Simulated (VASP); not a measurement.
# Na (Fd-3m) in VASP: further runs, part 2 of 2

VASP 6.6.1. The steps go on from the part before.

## (3) Single point, PBEsol (volume scaled by 0.92)

INCAR

```
SYSTEM = Na
PREC = Accurate
ENCUT = 520
EDIFF = 1E-6
ISMEAR = -1
SIGMA = 0.1
LREAL = .FALSE.
LASPH = .TRUE.
NELM = 80
ALGO = Normal
ISIF = 2
LWAVE = .FALSE.
LCHARG = .TRUE.
GGA = PS
LELF = .TRUE.
LVHAR = .TRUE.
NBANDS = 14
```

KPOINTS

```
regular mesh
0
G
  8 8 8
  0 0 0
```

POSCAR

```
Na
1.0
    0.0000000000      3.6394084438      3.6394084438
    3.6394084438      0.0000000000      3.6394084438
    3.6394084438      3.6394084438      0.0000000000
Na
2
Direct
    0.1250000000      0.1250000000      0.1250000000
    0.8750000000      0.8750000000      0.8750000000
```

Potentials or basis: VASP PAW PBE potentials, release 64 (Na_pv).

On the command line:

```bash
$ cat potpaw_PBE.64/Na_pv/POTCAR > POTCAR
$ mpirun -np 1 vasp_std > vasp.out
```

OUTCAR:

```text
SYSTEM = Na
   PREC = Accurate
   ENCUT = 520
   EDIFF = 1E-6
   ISMEAR = -1
   LREAL = .FALSE.
   LASPH = .TRUE.
   NELM = 80
   ISIF = 2
   GGA = PS

 ion  position               nearest neighbor table
   1  0.125  0.125  0.125-
   2  0.875  0.875  0.875-

  LATTYP: Found a face centered cubic cell.
 ALAT       =     7.2788168876

  Lattice vectors:

 A1 = (   0.0000000000,   3.6394084438,   3.6394084438)
 A2 = (   3.6394084438,   0.0000000000,   3.6394084438)
 A3 = (   3.6394084438,   3.6394084438,   0.0000000000)

Analysis of symmetry for initial positions (statically):
=====================================================================
 Subroutine PRICEL returns:
 Original cell was already a primitive cell.

 Routine SETGRP: Setting up the symmetry group for a
 face centered cubic supercell.

 Subroutine GETGRP returns: Found 48 space group operations
 (whereof 12 operations were pure point group operations)
 out of a pool of 48 trial point group operations.

The static configuration has the point symmetry D_3d.
 The point group associated with its full space group is O_h .

Analysis of symmetry for dynamics (positions and initial velocities):
=====================================================================
 Subroutine PRICEL returns:
 Original cell was already a primitive cell.

 Routine SETGRP: Setting up the symmetry group for a
 face centered cubic supercell.

 Subroutine GETGRP returns: Found 48 space group operations
 (whereof 12 operations were pure point group operations)
 out of a pool of 48 trial point group operations.

The dynamic configuration has the point symmetry D_3d.
 The point group associated with its full space group is O_h .

 Subroutine INISYM returns: Found 48 space group operations
 (whereof 12 operations are pure point group operations),
 and found     1 'primitive' translations
[... 120 lines left out ...]
   GGA     = PS    functional components
   LHFCALC =     F    Hartree Fock is set to
   AEXX    =    0.0000 exact exchange contribution
   IVDW    =     0    specifies the selected vdW correction
   LEPSILON=     F    determine dielectric tensor
   LRPA    =     F    only Hartree local field effects (RPA)
 non-spin polarized calculation
  energy-cutoff  :      520.00
  volume of cell :       96.41
 maximum number of plane-waves:      2637
 NGX is ok and might be reduce to    40
   NGX = 19   NGY = 19   NGZ = 19

 number of electron      13.9999991 magnetization

 Free energy of the ion-electron system (eV)
  ---------------------------------------------------
  ext. energy  EPLUGINS =         0.00000000
  ---------------------------------------------------
  free energy    TOTEN  =        -2.10319182 eV

  energy without entropy =       -2.07001176  energy(sigma->0) =       -2.08660179

 E-fermi :  -0.3874     XC(G=0):  -5.7995

 val. band max:       -0.4361579302   @ k =  -0.3750   0.2500   0.1250
 cond. band min:      -0.3008781334   @ k =   0.5000   0.5000   0.0000
 fundamental gap:      0.1352797968
 Fermi energy:        -0.3873531755

 k-point     1 :       0.0000    0.0000    0.0000
  band No.  band energies     occupation
      1     -25.6946      2.00000
      2     -25.6946      2.00000
      3     -25.6946      2.00000
      4     -25.6456      2.00000
      5     -25.6456      2.00000
      6     -25.6456      2.00000
      7      -3.1319      2.00000
      8       4.5910      0.00000
      9       4.5911      0.00000
     10       4.5911      0.00000
     11       4.8807      0.00000
     12       4.8807      0.00000
     13       4.8807      0.00000
     14       6.8010      0.00000
[... 377 lines left out ...]
      1     -25.7049      2.00000
      2     -25.7020      2.00000
      3     -25.6841      2.00000
      4     -25.6572      2.00000
      5     -25.6386      2.00000
      6     -25.6362      2.00000
      7      -0.8274      1.97575
      8      -0.4362      1.23929
      9       1.9762      0.00000
     10       2.2470      0.00000
     11       4.7010      0.00000
     12       5.0439      0.00000
     13       6.9948      0.00000
     14       7.5831      0.00000

 [... further k-points ...]

------------------------ aborting loop because EDIFF is reached ----------------------------------------

  FORCE on cell =-STRESS in cart. coord.  units (eV):
  Direction    XX          YY          ZZ          XY          YZ          ZX
  --------------------------------------------------------------------------------------
  -------------------------------------------------------------------------------------
  Total        0.1798489      0.1798489      0.1798489      0.0000000      0.0000000     -0.0000000
  in kB        2.9887946      2.9887946      2.9887946      0.0000000      0.0000000     -0.0000000
  external PRESSURE =       2.9887946 kB  Pullay stress =       0.0000000 kB

 VOLUME and BASIS-vectors are now :
 -----------------------------------------------------------------------------
  energy-cutoff  :      520.00
  volume of cell :       96.41
      direct lattice vectors                 reciprocal lattice vectors
     0.000000000  3.639408444  3.639408444    -0.137384965  0.137384965  0.137384965
     3.639408444  0.000000000  3.639408444     0.137384965 -0.137384965  0.137384965
     3.639408444  3.639408444  0.000000000     0.137384965  0.137384965 -0.137384965

 POSITION                                       TOTAL-FORCE (eV/Angst)
 -----------------------------------------------------------------------------------
      0.90985      0.90985      0.90985         0.000000      0.000000      0.000000
      6.36896      6.36896      6.36896        -0.000000     -0.000000     -0.000000
 -----------------------------------------------------------------------------------
    total drift:                                0.000000      0.000000     -0.000000

  FREE ENERGIE OF THE ION-ELECTRON SYSTEM (eV)
  ---------------------------------------------------
  free  energy   TOTEN  =        -2.1031918245 eV

  energy  without entropy=       -2.0700117583  energy(sigma->0) =       -2.08660179
```

It took 35 s on 1 thread of Intel Xeon Platinum 8488C (Sapphire Rapids), shared host; peak memory 0.22 GiB.

What came out:

* Free energy: -2.1032 eV
* Pressure: 0.3 GPa
* Band gap on the k mesh: zero (band 7 reaches 0.18 eV, above the bottom of band 8 at -0.77 eV)

Levels at points of the mesh, in eV from the Fermi level:
```tsv
k point	band 3	band 4	band 5	band 6	band 7	band 8	band 9	band 10	band 11	band 12
(0.00, 0.00, 0.00)	-25.31	-25.26	-25.26	-25.26	-2.74	4.98	4.98	4.98	5.27	5.27
(0.50, 0.00, 0.00)	-25.31	-25.26	-25.25	-25.25	-0.80	-0.38	4.22	4.22	4.87	4.87
(0.50, 0.50, 0.00)	-25.28	-25.28	-25.25	-25.25	0.09	0.09	2.59	2.59	3.23	3.23
```

Caveat: the cell differs from its parent crystal (volume scaled by 0.92); the PAW data sets were made with another functional, which shifts forces and pressure a little.

## (4) Single point, PBEsol (volume scaled by 0.96)

INCAR

```
SYSTEM = Na
ALGO = Normal
EDIFF = 1E-6
ENCUT = 520
GGA = PS
ISIF = 2
ISMEAR = -1
LASPH = .TRUE.
LCHARG = .FALSE.
LREAL = .FALSE.
LWAVE = .FALSE.
NBANDS = 14
NELM = 60
PREC = Accurate
SIGMA = 0.1
```

KPOINTS

```
k-points
0
G
  8 8 8
  0 0 0
```

POSCAR

```
Na
1.0
    0.0000000000      3.6914070183      3.6914070183
    3.6914070183      0.0000000000      3.6914070183
    3.6914070183      3.6914070183      0.0000000000
Na
2
Direct
    0.1250000000      0.1250000000      0.1250000000
    0.8750000000      0.8750000000      0.8750000000
```

On the command line:

```bash
$ cat potpaw_PBE.64/Na_pv/POTCAR > POTCAR
$ mpirun -np 1 vasp_std > vasp.out
```

Wall time 29 s (1 thread of Intel Xeon Platinum 8488C (Sapphire Rapids), shared host); peak memory 0.23 GiB.

The run converged. Its results:

- Free energy: -2.1090 eV
- Pressure: 0.1 GPa
- Band gap on the k mesh: zero (band 7 reaches 0.04 eV, above the bottom of band 8 at -0.84 eV)

Levels at points of the mesh, in eV from the Fermi level:
```csv
k point,band 3,band 4,band 5,band 6,band 7,band 8,band 9,band 10,band 11,band 12
"(0.00, 0.00, 0.00)",-25.31,-25.26,-25.26,-25.26,-2.67,4.84,4.84,4.84,5.14,5.14
"(0.50, 0.00, 0.00)",-25.31,-25.27,-25.26,-25.26,-0.80,-0.35,4.09,4.09,4.78,4.78
"(0.50, 0.50, 0.00)",-25.29,-25.29,-25.26,-25.26,0.08,0.08,2.52,2.52,3.16,3.16
```

Caveat: the cell differs from its parent crystal (volume scaled by 0.96); the PAW data sets were made with another functional, which shifts forces and pressure a little.

## (5) Single point, PBEsol

This run uses another cell than the first one, of 52.40 Å³/atom, 1.136 times its volume.

INCAR

```
SYSTEM = Na
PREC = Accurate
ENCUT = 520
EDIFF = 1E-6
ISMEAR = -1
SIGMA = 0.1
LREAL = .False.
LASPH = .True.
NELM = 80
ALGO = Normal
ISIF = 2
LWAVE = .False.
LCHARG = .True.
GGA = PS
LELF = .True.
LVHAR = .True.
NBANDS = 14
```

KPOINTS

```
regular mesh
0
Gamma
  8 8 8
  0 0 0
```

POSCAR

```
Na
1.0
    0.0000000000      3.7419805222      3.7419805222
    3.7419805222      0.0000000000      3.7419805222
    3.7419805222      3.7419805222      0.0000000000
Na
2
Direct
    0.1250000000      0.1250000000      0.1250000000
    0.8750000000      0.8750000000      0.8750000000
```

On the command line:

```bash
$ cat potpaw_PBE.64/Na_pv/POTCAR > POTCAR
$ mpirun -np 1 vasp_std > vasp.out
```

It took 27 s on 1 thread of Intel Xeon Platinum 8488C (Sapphire Rapids), shared host; peak memory 0.23 GiB.

It converged, with:

```yaml
Free_energy: -2.1109 eV
Pressure: 0.0 GPa
Band_gap_on_the_k_mesh: zero (band 7 reaches -0.09 eV, above the bottom of band 8 at -0.89 eV)
```

Levels at points of the mesh, in eV from the Fermi level:
| k point | band 5 | band 6 | band 7 | band 8 | band 9 | band 10 |
| --- | --- | --- | --- | --- | --- | --- |
| (0.00, 0.00, 0.00) | -25.27 | -25.27 | -2.60 | 4.71 | 4.71 | 4.71 |
| (0.50, 0.00, 0.00) | -25.27 | -25.27 | -0.80 | -0.33 | 3.97 | 3.97 |
| (0.50, 0.50, 0.00) | -25.26 | -25.26 | 0.07 | 0.07 | 2.46 | 2.46 |

Caveat: the PAW data sets were made with another functional, which shifts forces and pressure a little.

## (6) Single point, PBEsol (volume scaled by 1.04)

INCAR

```
SYSTEM = Na
ALGO = Normal
EDIFF = 1E-6
ENCUT = 520
GGA = PS
ISIF = 2
ISMEAR = -1
LASPH = .True.
LCHARG = .False.
LREAL = .False.
LWAVE = .False.
NBANDS = 14
NELM = 100
PREC = Accurate
SIGMA = 0.1
```

KPOINTS

```
k-points
0
Gamma
  8 8 8
  0 0 0
```

POSCAR

```
Na
1.0
    0.0000000000      3.7912227550      3.7912227550
    3.7912227550      0.0000000000      3.7912227550
    3.7912227550      3.7912227550      0.0000000000
Na
2
Direct
    0.1250000000      0.1250000000      0.1250000000
    0.8750000000      0.8750000000      0.8750000000
```

Potentials or basis: VASP PAW PBE potentials, release 64 (Na_pv).

On the command line:

```bash
$ cat potpaw_PBE.64/Na_pv/POTCAR > POTCAR
$ mpirun -np 1 vasp_std > vasp.out
```

It took 25 s on 1 thread of Intel Xeon Platinum 8488C (Sapphire Rapids), shared host; peak memory 0.23 GiB.

The run converged. Its results:

| Property | Result |
| --- | --- |
| Free energy | -2.1095 eV |
| Pressure | -0.1 GPa |
| Band gap on the k mesh | zero (band 7 reaches -0.20 eV, above the bottom of band 8 at -0.95 eV) |

Levels at points of the mesh, in eV from the Fermi level:
| k point | band 5 | band 6 | band 7 | band 8 | band 9 | band 10 |
| --- | --- | --- | --- | --- | --- | --- |
| (0.00, 0.00, 0.00) | -25.28 | -25.28 | -2.53 | 4.59 | 4.59 | 4.59 |
| (0.50, 0.00, 0.00) | -25.28 | -25.28 | -0.79 | -0.30 | 3.86 | 3.86 |
| (0.50, 0.50, 0.00) | -25.27 | -25.27 | 0.06 | 0.06 | 2.40 | 2.40 |

Caveat: the cell differs from its parent crystal (volume scaled by 1.04); the PAW data sets were made with another functional, which shifts forces and pressure a little.

## (7) The runs side by side

```csv
cell,gap on the mesh (eV),pressure (GPa)
"a = 5.071 Å, angles 60.0°, 2 atoms",none,0.5
"a = 5.147 Å, angles 60.0°, 2 atoms",none,0.3
"a = 5.220 Å, angles 60.0°, 2 atoms",none,0.1
"a = 5.292 Å, angles 60.0°, 2 atoms",none,0.0
"a = 5.362 Å, angles 60.0°, 2 atoms",none,-0.1
```

Alike in all rows: task single point; level PBEsol; potentials or basis VASP PAW PBE potentials, release 64 (Na_pv); no spin polarisation; k mesh 8 × 8 × 8; cutoff (eV) 520; smearing fermi-dirac 0.1 eV.

Caveats: the PAW data sets were made with another functional, which shifts forces and pressure a little.

Total energies depend on the potentials used, so only differences within one code and one set of settings carry meaning.
